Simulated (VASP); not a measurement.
Wanted: the native input for a VASP 6.6.1 run.

```yaml
Task: single point
Functional: r2SCAN
Potentials_or_basis: VASP PAW PBE potentials, release 64 (W_sv)
Cutoff: 520 eV
k_mesh: 18 × 18 × 18
Occupations: gaussian, width 0.1 eV
Spin: no spin polarisation
Dipole_correction: no
Further_INCAR_settings: ALGO = Normal; EDIFF = 1e-06; NBANDS = 13
```

The system is W.

```
CELL_PARAMETERS angstrom
-1.58420 1.58420 1.58420
1.58420 -1.58420 1.58420
1.58420 1.58420 -1.58420
ATOMIC_POSITIONS crystal
W 0.00000 0.00000 0.00000
```

One way to write it, as run:

POSCAR

```
W
1.0
   -1.5841950764      1.5841950764      1.5841950764
    1.5841950764     -1.5841950764      1.5841950764
    1.5841950764      1.5841950764     -1.5841950764
W
1
Direct
    0.0000000000      0.0000000000      0.0000000000
```

INCAR.step1

```
SYSTEM = W
PREC = Accurate
ENCUT = 520
ISMEAR = 0
SIGMA = 0.1
LREAL = .FALSE.
LASPH = .TRUE.
NELM = 100
NBANDS = 13
GGA = PE
ALGO = Normal
EDIFF = 1E-4
LWAVE = .TRUE.
LCHARG = .FALSE.
```

INCAR.step2

```
SYSTEM = W
PREC = Accurate
ENCUT = 520
EDIFF = 1E-6
ISMEAR = 0
SIGMA = 0.1
LREAL = .FALSE.
LASPH = .TRUE.
NELM = 100
ALGO = Normal
ISIF = 2
LWAVE = .FALSE.
LCHARG = .TRUE.
METAGGA = R2SCAN
LMIXTAU = .TRUE.
LELF = .TRUE.
LVHAR = .TRUE.
NBANDS = 13
ISTART = 1
```

KPOINTS

```
regular mesh
0
G
  18 18 18
  0 0 0
```

Potentials or basis: VASP PAW PBE potentials, release 64 (W_sv).

Run with:

```bash
$ cat potpaw_PBE.64/W_sv/POTCAR > POTCAR
$ cp INCAR.step1 INCAR
$ mpirun -np 1 vasp_std > vasp.out
$ cp INCAR.step2 INCAR
$ mpirun -np 1 vasp_std > vasp.out
```

It gave:

```
Pressure               : 1.2 GPa
Band gap on the k mesh : zero (bands 7 and 8 overlap by 6.59 eV)
```

Caveat: the PAW data sets were made with another functional, which shifts forces and pressure a little; spin-orbit coupling is left out, which moves the levels of the heavy elements.

It took 2.9 min on 1 thread of Intel Xeon 8259CL, on a shared host, peak memory 0.16 GiB.
